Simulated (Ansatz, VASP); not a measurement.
**Zr in VASP and in Ansatz**

```xyz
1
Lattice="-1.7731 1.7731 1.7731 1.7731 -1.7731 1.7731 1.7731 1.7731 -1.7731" Properties=species:S:1:pos:R:3 pbc="T T T"
Zr    0.0000    0.0000    0.0000
```

Change from the starting cell: volume scaled by 0.94, crystal datasets.

Alike in both runs: task electric field gradients; functional LDA; k mesh 16 × 16 × 16; occupations fermi-dirac, width 0.03 eV; no spin polarisation.

```csv
,VASP,Ansatz
version,VASP 6.6.1,Ansatz 0.2.0
potentials or method,"VASP PAW LDA potentials, release 64 (Zr_sv), cutoff 520 eV","all-electron PAW with datasets made for the crystal, scalar-relativistic"
```

|  | VASP | Ansatz | Ansatz less VASP |
| --- | --- | --- | --- |
| pressure (GPa) | -4.9 | -4.9 | -0.06 |

LDA's correlation is that of Perdew and Zunger in VASP and of Perdew and Wang (1992) in Ansatz. Ansatz ran all-electron here, and VASP with PAW potentials.
